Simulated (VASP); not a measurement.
A run of VASP 6.6.1 is set up as follows.

INCAR

```
SYSTEM = Al2Cl
ALGO = Normal ; EDIFF = 1E-7
ENCUT = 520 ; GGA = PE
ISIF = 2 ; ISMEAR = 0
LASPH = .True. ; LCHARG = .False.
LREAL = .False. ; LWAVE = .False.
NBANDS = 14 ; NELM = 60
PREC = Accurate ; SIGMA = 0.1
```

File KPOINTS:

```
k-points
0
Gamma
  4 4 4
  0 0 0
```

Contents of POSCAR:

```
Al2Cl
1.0
    3.8233144758      0.0000000000      0.0000000000
    0.0000000000      3.8233144758      0.0000000000
    0.0000000000      0.0000000000      4.9778440778
Al Cl
2 1
Direct
    0.5000000000      0.0000000000      0.2054196620
    0.0000000000      0.5000000000      0.2054196620
    0.0000000000      0.0000000000      0.6700694960
```

Potentials or basis: VASP PAW PBE potentials, release 64 (Al, Cl).

Run with:

```console
$ cat potpaw_PBE.64/Al/POTCAR potpaw_PBE.64/Cl/POTCAR > POTCAR
$ mpirun -np 1 vasp_std > vasp.out
```

Question: Predict the pressure.

Answer: 0.0 GPa.

Question: Estimate the largest force.

Answer: 0.012 eV/Å.

Forces in eV/Å, atoms in the order of the input:
```
Al   0.000  0.000  0.006
Al   0.000  0.000  0.006
Cl   0.000  0.000 -0.012
```

Caveat: the k points lie up to 0.41 Å⁻¹ apart; an odd number of electrons without spin polarisation forces a metal; a magnetic or distorted state may lie lower.
